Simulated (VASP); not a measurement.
Here is a VASP 6.6.1 calculation.

File INCAR:

```
PREC = Accurate
ENCUT = 520
EDIFF = 1E-6
ISMEAR = -1
SIGMA = 0.05
LREAL = False
LASPH = True
NELM = 60
ALGO = Normal
ISIF = 2
LWAVE = False
LCHARG = False
GGA = CA
NBANDS = 9
```

KPOINTS

```
Automatic mesh
0
Gamma
  12 12 7
```

The input POSCAR:

```
Mg
1.0
    3.2199336425      0.0000000000      0.0000000000
   -1.6099668212      2.7885443329      0.0000000000
    0.0000000000      0.0000000000      5.2276401936
Mg
2
Direct
    0.3333333333      0.6666666667      0.2500000000
    0.6666666667      0.3333333333      0.7500000000
```

Potentials or basis: VASP PAW LDA potentials, release 64 (Mg).

Launch:

```sh
$ cat potpaw_LDA.64/Mg/POTCAR > POTCAR
$ mpirun -np 1 vasp_std > vasp.out
```

(1) Predict the pressure.

(2) What does it give for the band gap on the k mesh?

## Answers

(1) -3.1 GPa.

(2) zero (band 2 reaches 3.36 eV, above the bottom of band 3 at 1.08 eV).
